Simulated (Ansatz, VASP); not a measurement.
# Ba2Os in VASP and in Ansatz

File INCAR:

```
SYSTEM = Ba2Os
  PREC = Accurate
  ENCUT = 600
  EDIFF = 1E-6
  ISMEAR = 1
  SIGMA = 0.05
  LREAL = .False.
  LASPH = .True.
  NELM = 150
  ALGO = Normal
  ISIF = 3
  LWAVE = .False.
  LCHARG = .False.
  ISPIN = 2
  MAGMOM = -1 -2 4
  LORBIT = 11
  LMAXMIX = 4
  GGA = PS
  IBRION = 2
  NSW = 60
  EDIFFG = -0.01
```

File KPOINTS:

```
regular mesh
0
Gamma
  5 5 5
  0 0 0
```

POSCAR

```
Ba2Os
1.0
    0.0000000000      4.1576432700      0.0000000000
    4.1576432700      0.0000000000      0.0000000000
    2.0788221400      2.0788221400     -7.3965566500
Os Ba
1 2
Direct
    0.0000000000      0.0000000000      0.0000000000
    0.3700000000      0.3700000000      0.2600000000
    0.6300000000      0.6300000000      0.7400000000
```

Input for Ansatz:

```yaml
crystal:
  lattice:
    - [0.0, 4.15764327, 0.0]
    - [4.15764327, 0.0, 0.0]
    - [2.07882214, 2.07882214, -7.39655665]
  atoms:
    - { symbol: Os, position: [0.0, 0.0, 0.0], spin: -1.0 }
    - { symbol: Ba, position: [0.37, 0.37, 0.26], spin: -2.0 }
    - { symbol: Ba, position: [0.63, 0.63, 0.74], spin: 4.0 }
  symmetry: { tolerance: 0.0003 }
kpoints:
  mp_grid: { grid: [5, 5, 5], shift: [0, 0, 0] }
magnetization:
  spin_polarized: true
scf:
  occupations: { method: methfessel_paxton, width: 0.05 }
hamiltonian:
  pseudopotentials: { kind: paw }
  xc: pbesol
basis:
  ecutwfc: 420
output:
  forces: true
  stress: true
  eigenvalues: true
relax:
  max_steps: 40
  cell: {}
accuracy: high
```

Alike in both runs: task relaxation of cell and atoms; functional PBEsol; k mesh 5 × 5 × 5; occupations methfessel-paxton of order 1, width 0.05 eV; collinear spin.

|  | VASP | Ansatz |
| --- | --- | --- |
| version | VASP 6.6.1 | Ansatz 0.2.0 |
| potentials or method | VASP PAW PBE potentials, release 64 (Os, Ba_sv), cutoff 600 eV | PAW plane waves |
| valence electrons in the cell | 28 | 36 |

|  | VASP | Ansatz | Ansatz less VASP |
| --- | --- | --- | --- |
| gap on the k mesh at the Fermi level, each at its own relaxed structure (eV) | none | none | - |
| net moment per atom (μB) | 0.02 | 0.03 | +0.008 |
| size of the moment on the site where the two differ most (μB) | 0.07 | 0.09 | +0.018 |
| relaxed volume (Å³/atom) | 32.28 | 31.14 | -1.134 |
| relaxed cell length with the largest relative difference (Å) | 3.723 | 3.667 | -0.0564 |

VASP's potentials were made for PBE, not for PBEsol. Site moments also hang on the region over which each program counts them. A gap of «none» marks a metal or a gap that the smearing closes. VASP's potentials hold 28 valence electrons a cell and Ansatz's 36, so a difference there can come from the potentials and not from the codes. Ansatz's warnings: seeded moment not kept, structure snapped to symmetry.

Spin-orbit coupling is off throughout. Noted on VASP's run: the volume moved by over 15 % at a fixed basis, so the end points are rough.
